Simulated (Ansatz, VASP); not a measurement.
# One calculation of Sn, two programs

```
Sn
1.0
    -1.89465    1.89465    1.89465
     1.89465   -1.89465    1.89465
     1.89465    1.89465   -1.89465
Sn
1
Direct
  0.00000 0.00000 0.00000
```

Alike in both runs: task relaxation of cell and atoms; functional BLYP; dispersion D4; k mesh 10 × 10 × 10; occupations fermi-dirac, width 0.05 eV; no spin polarisation.

|  | VASP | Ansatz |
| --- | --- | --- |
| version | VASP 6.6.1 | Ansatz 0.2.0 |
| potentials or method | VASP PAW PBE potentials, release 64 (Sn_d) | Ansatz PAW |
| plane-wave cutoff (eV) | 600 | 420 |
| valence electrons in the cell | 14 | 14 |

```tsv
	VASP	Ansatz	Ansatz less VASP
gap on the k mesh at the Fermi level, each at its own relaxed structure (eV)	none	none	-
relaxed volume (Å³/atom)	27.90	27.85	-0.057
relaxed cell length with the largest relative difference (Å)	3.310	3.307	-0.0022
```

VASP's potentials were made for PBE, not for BLYP. A gap of «none» marks a metal or a gap that the smearing closes.

Noted on Ansatz's run: the plane-wave basis is chosen anew once the cell has moved, so the energies of steps on either side of that aren't comparable.
